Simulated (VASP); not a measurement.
# Li2Pt (P6/mmm) in VASP: a series of runs

The runs below take Li2Pt through single point, with LDA.

Program: VASP 6.6.1. These are calculated values, not measurements. Logs are shortened: lines on timing, memory, paths and dates and some standing lists are left out, and cuts for length are marked.

### Step 1. The cell of the first run

The structure is hexagonal, space group P6/mmm (No. 191). The conventional cell has a = 4.227 Å, b = 4.227 Å, c = 2.687 Å, α = 90.00°, β = 90.00°, γ = 120.00°. Within 3.2 Å of Li (site symmetry -6m2) lie 5 Li at 2.44 to 2.69 Å and 6 Pt at 2.79 Å. Within 3.5 Å of Pt (site symmetry 6/mmm) lie 2 Pt at 2.69 Å and 12 Li at 2.79 Å.

### Step 2. Single point, LDA

INCAR reads:

```
PREC     = Accurate       # precision mode
ENCUT    = 520            # plane-wave cutoff, eV
EDIFF    = 1E-7           # SCF threshold, eV
ISMEAR   = -1             # smearing method
SIGMA    = 0.15           # smearing width, eV
LREAL    = F              # projectors in reciprocal space
LASPH    = T              # aspherical terms in the spheres
NELM     = 100            # most SCF steps
ALGO     = Normal         # electronic algorithm
ISIF     = 2              # what is computed and relaxed
LWAVE    = F              # write WAVECAR
LCHARG   = F              # write CHGCAR
GGA      = CA             # functional
NBANDS   = 15             # bands
```

KPOINTS reads:

```
Automatic mesh
0
Gamma
  8 8 11
```

POSCAR reads:

```
Li2Pt
1.0
    4.2274482401      0.0000000000      0.0000000000
   -2.1137241201      3.6610772255      0.0000000000
    0.0000000000      0.0000000000      2.6873482482
Li Pt
2 1
Direct
    0.3333333333      0.6666666667      0.5000000000
    0.6666666667      0.3333333333      0.5000000000
    0.0000000000      0.0000000000      0.0000000000
```

Potentials or basis: VASP PAW LDA potentials, release 64 (Li_sv, Pt).

On the command line:

```console
cat potpaw_LDA.64/Li_sv/POTCAR potpaw_LDA.64/Pt/POTCAR > POTCAR
mpirun -np 1 vasp_std > vasp.out
```

OUTCAR:

```text
PREC = Accurate
   ENCUT = 520
   EDIFF = 1E-7
   ISMEAR = -1
   LREAL = F
   LASPH = T
   NELM = 100
   ISIF = 2
   GGA = CA

 ion  position               nearest neighbor table
   1  0.333  0.667  0.500-   2 2.44   2 2.44   2 2.44   3 2.79   3 2.79   3 2.79   3 2.79   3 2.79
                             3 2.79
   2  0.667  0.333  0.500-   1 2.44   1 2.44   1 2.44   3 2.79   3 2.79   3 2.79   3 2.79   3 2.79
                             3 2.79
   3  0.000  0.000  0.000-   1 2.79   1 2.79   2 2.79   2 2.79   1 2.79   2 2.79   1 2.79   2 2.79
                             2 2.79   2 2.79   1 2.79   1 2.79

  LATTYP: Found a hexagonal cell.
 ALAT       =     4.2274482401
 C/A-ratio  =     0.6356903966

  Lattice vectors:

 A1 = (   4.2274482401,   0.0000000000,   0.0000000000)
 A2 = (  -2.1137241201,   3.6610772255,   0.0000000000)
 A3 = (   0.0000000000,   0.0000000000,   2.6873482482)

Analysis of symmetry for initial positions (statically):
=====================================================================
 Subroutine PRICEL returns:
 Original cell was already a primitive cell.

 Routine SETGRP: Setting up the symmetry group for a
 hexagonal supercell.

 Subroutine GETGRP returns: Found 24 space group operations
 (whereof 24 operations were pure point group operations)
 out of a pool of 24 trial point group operations.

The static configuration has the point symmetry D_6h.

Analysis of symmetry for dynamics (positions and initial velocities):
=====================================================================
 Subroutine PRICEL returns:
 Original cell was already a primitive cell.

 Routine SETGRP: Setting up the symmetry group for a
 hexagonal supercell.

 Subroutine GETGRP returns: Found 24 space group operations
 (whereof 24 operations were pure point group operations)
 out of a pool of 24 trial point group operations.

The dynamic configuration has the point symmetry D_6h.

 Subroutine INISYM returns: Found 24 space group operations
 (whereof 24 operations are pure point group operations),
 and found     1 'primitive' translations

----------------------------------------------------------------------------------------

                                     Primitive cell

  volume of cell :      41.5921

  direct lattice vectors                    reciprocal lattice vectors
     4.227448240  0.000000000  0.000000000     0.236549318  0.136571826  0.000000000
    -2.113724120  3.661077226  0.000000000     0.000000000  0.273143651  0.000000000
     0.000000000  0.000000000  2.687348248     0.000000000  0.000000000  0.372114035

  length of vectors
     4.227448240  4.227447943  2.687348248     0.273143632  0.273143651  0.372114035

  position of ions in fractional coordinates (direct lattice)
     0.333333333  0.666666667  0.500000000
     0.666666667  0.333333333  0.500000000
     0.000000000  0.000000000  0.000000000

  ion indices of the primitive-cell ions
   primitive index   ion index
                 1           1
                 2           2
                 3           3

----------------------------------------------------------------------------------------

 KPOINTS: Automatic mesh

Automatic generation of k-mesh.
 Grid dimensions read from file:
 generate k-points for:    8    8   11

 Generating k-lattice:

  Cartesian coordinates                     Fractional coordinates (reciprocal lattice)
     0.029568665  0.017071478  0.000000000     0.125000000  0.000000000  0.000000000
     0.000000000  0.034142956  0.000000000     0.000000000  0.125000000  0.000000000
     0.000000000  0.000000000  0.033828549     0.000000000  0.000000000  0.090909091

  Length of vectors
     0.034142954  0.034142956  0.033828549

  Shift w.r.t. Gamma in fractional coordinates (k-lattice)
     0.000000000  0.000000000  0.000000000

 Subroutine IBZKPT returns following result:
 ===========================================

 Found     60 irreducible k-points:

 Following reciprocal coordinates:
            Coordinates               Weight
  0.000000  0.000000  0.000000      1.000000
  0.125000  0.000000  0.000000      6.000000
  0.250000  0.000000  0.000000      6.000000
  0.375000  0.000000  0.000000      6.000000
  0.500000  0.000000  0.000000      3.000000
  0.125000  0.125000  0.000000      6.000000
[... 16 lines left out ...]
  0.250000  0.000000  0.181818     12.000000
  0.375000  0.000000  0.181818     12.000000
 [... further k-points ...]
   k-points           NKPTS =     60   k-points in BZ     NKDIM =     60   number of bands    NBANDS=     15
   number of dos      NEDOS =    301   number of ions     NIONS =      3
   total plane-waves  NPLWV =  20480
   dimension x,y,z NGX =    32 NGY =   32 NGZ =   20
   dimension x,y,z NGXF=    64 NGYF=   64 NGZF=   40
   ions per type =               2   1
   NGX,Y,Z   is equivalent  to a cutoff of  12.58, 12.58, 12.37 a.u.
   NGXF,Y,Z  is equivalent  to a cutoff of  25.17, 25.17, 24.74 a.u.
 SYSTEM =  unknown system
   PREC   = accura    normal or accurate (medium, high low for compatibility)
   ISTART =      0    job   : 0-new  1-cont  2-samecut
   ICHARG =      2    charge: 1-file 2-atom 10-const
   ISPIN  =      1    spin polarized calculation?
   LNONCOLLINEAR =      F non collinear calculations
   LSORBIT =      F    spin-orbit coupling
   LASPH  =      T    aspherical Exc in radial PAW
   ENCUT  =  520.0 eV  38.22 Ry    6.18 a.u.   7.86  7.86  5.00*2*pi/ulx,y,z
   NELM   =    100;   NELMIN=  2; NELMDL= -5     # of ELM steps
   EDIFF  = 0.1E-06   stopping-criterion for ELM
   LREAL  =      F    real-space projection
   EDIFFG = 0.1E-05   stopping-criterion for IOM
   NSW    =      0    number of steps for IOM
   IBRION =     -1    ionic relax: 0-MD 1-quasi-New 2-CG
   NFREE  =      0    steps in history (QN), initial steepest desc. (CG)
   ISIF   =      2    stress and relaxation
   ISYM   =      2    0-nonsym 1-usesym 2-fastsym
   POTIM  = 0.5000    time-step for ionic-motion
   TEBEG  =    0.0;   TEEND  =   0.0 temperature during run
   PSTRESS=    0.0 pullay stress
   NELECT =      16.0000    total number of electrons
   NUPDOWN=      -1.0000    fix difference up-down
   EMIN   =  10.00;   EMAX   =-10.00  energy-range for DOS
   EFERMI =   0.00;   METHOD = LEGACY
   ISMEAR =    -1;   SIGMA  =   0.15  broadening in eV -4-tet -1-fermi 0-gaus
   EFERMI_NEDOS =   21; number of points for ismear=-14 and -15
   IALGO  =     38    algorithm
   IMIX   =      4    mixing-type and parameters
     AMIX     =   0.40;   BMIX     =  1.00
     AMIX_MAG =   1.60;   BMIX_MAG =  1.00
  volume/ion in A,a.u.               =      13.86        93.56
  Fermi-wavevector in a.u.,A,eV,Ry     =   1.190633  2.249969 19.287701  1.417606
  Thomas-Fermi vector in A             =   2.326713
   LORBIT       =      0    0 simple, 1 ext, 2 COOP (PROOUT), +10 PAW based schemes
   GGA     = CA    functional components
   LHFCALC =     F    Hartree Fock is set to
   AEXX    =    0.0000 exact exchange contribution
   IVDW    =     0    specifies the selected vdW correction
   LEPSILON=     F    determine dielectric tensor
   LRPA    =     F    only Hartree local field effects (RPA)
 non-spin polarized calculation
  energy-cutoff  :      520.00
  volume of cell :       41.59
 maximum number of plane-waves:      1138
 NGX is ok and might be reduce to    32
   NGX = 15   NGY = 15   NGZ =  9

 number of electron      15.9999988 magnetization

 Free energy of the ion-electron system (eV)
  ---------------------------------------------------
  ext. energy  EPLUGINS =         0.00000000
  ---------------------------------------------------
  free energy    TOTEN  =       -13.17030727 eV

  energy without entropy =      -13.12285867  energy(sigma->0) =      -13.14658297

 E-fermi :   4.8241     XC(G=0): -10.3188

 val. band max:        4.7301686109   @ k =   0.3750   0.0000   0.0909
 cond. band min:       4.8937965495   @ k =   0.3750   0.1250   0.1818
 fundamental gap:      0.1636279386
 Fermi energy:         4.8240731129

 k-point     1 :       0.0000    0.0000    0.0000
  band No.  band energies     occupation
      1     -39.9431      2.00000
      2     -39.8362      2.00000
      3      -1.6678      2.00000
      4       0.5639      2.00000
      5       1.6279      2.00000
      6       1.6279      2.00000
      7       4.1563      1.97695
      8       4.1563      1.97695
      9       8.5928      0.00000
     10       8.5928      0.00000
     11      11.0556      0.00000
     12      11.0556      0.00000
     13      13.7682      0.00000
     14      14.6019      0.00000
     15      16.2941      0.00000

 k-point     2 :       0.1250    0.0000    0.0000
  band No.  band energies     occupation
      1     -39.9394      2.00000
      2     -39.8397      2.00000
      3      -1.5784      2.00000
      4       0.6188      2.00000
      5       1.6279      2.00000
      6       1.7314      2.00000
      7       4.1380      1.97957
      8       4.1528      1.97748
      9       7.4762      0.00000
     10       7.8647      0.00000
     11      11.6733      0.00000
     12      11.9572      0.00000
     13      14.1016      0.00000
     14      15.2479      0.00000
     15      16.5363      0.00000

 k-point     3 :       0.2500    0.0000    0.0000
  band No.  band energies     occupation
      1     -39.9292      2.00000
      2     -39.8497      2.00000
      3      -1.3584      2.00000
      4       0.7895      2.00000
      5       1.6734      2.00000
      6       2.0197      2.00000
      7       4.0946      1.98466
      8       4.1444      1.97869
      9       5.7161      0.00521
     10       6.7173      0.00001
     11      12.0854      0.00000
     12      13.6421      0.00000
     13      14.9579      0.00000
     14      17.1056      0.00000
     15      17.2302      0.00000

 k-point     4 :       0.3750    0.0000    0.0000
  band No.  band energies     occupation
      1     -39.9154      2.00000
      2     -39.8633      2.00000
      3      -1.1398      2.00000
      4       1.0038      2.00000
      5       1.9619      2.00000
      6       2.3975      2.00000
      7       4.0522      1.98842
      8       4.1035      1.98374
      9       4.1360      1.97984
     10       5.7713      0.00361
     11      12.2017      0.00000
     12      15.5336      0.00000
     13      16.1129      0.00000
     14      18.2756      0.00000
     15      19.1668      0.00000
[... 307 lines left out ...]
 k-point    22 :       0.1250    0.0000    0.1818
  band No.  band energies     occupation
      1     -39.9304      2.00000
      2     -39.8324      2.00000
      3      -0.6452      2.00000
      4       1.2611      2.00000
      5       1.8946      2.00000
      6       2.0004      2.00000
      7       2.9217      1.99999
      8       2.9357      1.99999
      9       8.7621      0.00000
     10       9.2599      0.00000
     11      11.7886      0.00000
     12      12.3672      0.00000
     13      13.2431      0.00000
     14      13.4936      0.00000
     15      15.7246      0.00000

 k-point    23 :       0.2500    0.0000    0.1818
  band No.  band energies     occupation
      1     -39.9204      2.00000
      2     -39.8422      2.00000
      3      -0.3224      2.00000
      4       1.3530      2.00000
      5       1.8647      2.00000
      6       2.2185      2.00000
      7       2.8542      2.00000
      8       2.8954      1.99999
      9       6.8739      0.00000
     10       8.1409      0.00000
     11      12.0547      0.00000
     12      13.8865      0.00000
     13      14.1412      0.00000
     14      14.1887      0.00000
     15      17.5964      0.00000

 k-point    24 :       0.3750    0.0000    0.1818
  band No.  band energies     occupation
      1     -39.9069      2.00000
      2     -39.8555      2.00000
      3       0.0220      2.00000
      4       1.4678      2.00000
      5       1.9683      2.00000
      6       2.4898      2.00000
      7       2.8087      2.00000
      8       2.8356      2.00000
      9       5.3086      0.07609
     10       7.3431      0.00000
     11      12.1848      0.00000
     12      14.4909      0.00000
     13      14.8364      0.00000
     14      16.1257      0.00000
     15      19.6020      0.00000

 [... further k-points ...]

------------------------ aborting loop because EDIFF is reached ----------------------------------------

  FORCE on cell =-STRESS in cart. coord.  units (eV):
  Direction    XX          YY          ZZ          XY          YZ          ZX
  --------------------------------------------------------------------------------------
  -------------------------------------------------------------------------------------
  Total       -1.3205321     -1.3205319     -2.3388044      0.0000000      0.0000000      0.0000000
  in kB      -50.8684403    -50.8684308    -90.0934777      0.0000000      0.0000000      0.0000000
  external PRESSURE =     -63.9434496 kB  Pullay stress =       0.0000000 kB

 VOLUME and BASIS-vectors are now :
 -----------------------------------------------------------------------------
  energy-cutoff  :      520.00
  volume of cell :       41.59
      direct lattice vectors                 reciprocal lattice vectors
     4.227448240  0.000000000  0.000000000     0.236549318  0.136571826  0.000000000
    -2.113724120  3.661077226  0.000000000     0.000000000  0.273143651  0.000000000
     0.000000000  0.000000000  2.687348248     0.000000000  0.000000000  0.372114035

 POSITION                                       TOTAL-FORCE (eV/Angst)
 -----------------------------------------------------------------------------------
     -0.00000      2.44072      1.34367         0.000000      0.000000      0.000000
      2.11372      1.22036      1.34367        -0.000000     -0.000000      0.000000
      0.00000      0.00000      0.00000         0.000000      0.000000      0.000000
 -----------------------------------------------------------------------------------
    total drift:                                0.000000     -0.000000     -0.000000

  FREE ENERGIE OF THE ION-ELECTRON SYSTEM (eV)
  ---------------------------------------------------
  free  energy   TOTEN  =       -13.1703072682 eV

  energy  without entropy=      -13.1228586720  energy(sigma->0) =      -13.14658297
```

Wall time 9.9 s (1 thread of Intel Xeon 6975P-C (Granite Rapids), shared host); peak memory 0.16 GiB.

What came out:

- Free energy: -13.1703 eV
- Band gap on the k mesh: zero (bands 8 and 9 overlap by 1.49 eV)

Levels at points of the mesh, in eV from the Fermi level:
| k point | band 6 | band 7 | band 8 | band 9 | band 10 | band 11 |
| --- | --- | --- | --- | --- | --- | --- |
| (0.00, 0.00, 0.00) | -3.20 | -0.67 | -0.67 | 3.77 | 3.77 | 6.23 |
| (0.50, 0.00, 0.00) | -2.22 | -1.84 | -0.79 | -0.69 | 0.55 | 7.41 |

Caveat: the cutoff is under 1.25 times the usual one of these potentials, so pressure, stress and relaxed cells hold a basis-set (Pulay) error; spin-orbit coupling is left out, which moves the levels of the heavy elements.

### Step 3. Single point, LDA

This run uses another cell than the first one, of 14.27 Å³/atom.

INCAR reads:

```
PREC     = Accurate       # precision mode
ENCUT    = 520            # plane-wave cutoff, eV
EDIFF    = 1E-7           # SCF threshold, eV
ISMEAR   = -1             # smearing method
SIGMA    = 0.15           # smearing width, eV
LREAL    = False          # projectors in reciprocal space
LASPH    = True           # aspherical terms in the spheres
NELM     = 60             # most SCF steps
ALGO     = Normal         # electronic algorithm
ISIF     = 2              # what is computed and relaxed
LWAVE    = False          # write WAVECAR
LCHARG   = True           # write CHGCAR
GGA      = CA             # functional
LELF     = True           # ELF
LVHAR    = True         
NBANDS   = 15             # bands
```

KPOINTS reads:

```
regular mesh
0
Gamma
  8 8 11
```

POSCAR reads:

```
Li2Pt
1.0
    4.2680992747      0.0000000000      0.0000000000
   -2.1340496373      3.6962820508      0.0000000000
    0.0000000000      0.0000000000      2.7131897205
Li Pt
2 1
Direct
    0.3333333333      0.6666666667      0.5000000000
    0.6666666667      0.3333333333      0.5000000000
    0.0000000000      0.0000000000      0.0000000000
```

Potentials or basis: VASP PAW LDA potentials, release 64 (Li_sv, Pt).

On the command line:

```console
cat potpaw_LDA.64/Li_sv/POTCAR potpaw_LDA.64/Pt/POTCAR > POTCAR
mpirun -np 1 vasp_std > vasp.out
```

Wall time 10 s (1 thread of Intel Xeon 6975P-C (Granite Rapids), shared host); peak memory 0.16 GiB.

The run converged. Its results:

```yaml
Free_energy: -13.1173 eV
Band_gap_on_the_k_mesh: zero (bands 8 and 9 overlap by 1.50 eV)
```

Levels at points of the mesh, in eV from the Fermi level:
| k point | band 6 | band 7 | band 8 | band 9 | band 10 | band 11 |
| --- | --- | --- | --- | --- | --- | --- |
| (0.00, 0.00, 0.00) | -3.09 | -0.67 | -0.67 | 3.73 | 3.73 | 6.11 |
| (0.50, 0.00, 0.00) | -2.15 | -1.80 | -0.79 | -0.69 | 0.58 | 7.19 |

Caveat: the cutoff is under 1.25 times the usual one of these potentials, so pressure, stress and relaxed cells hold a basis-set (Pulay) error; spin-orbit coupling is left out, which moves the levels of the heavy elements.
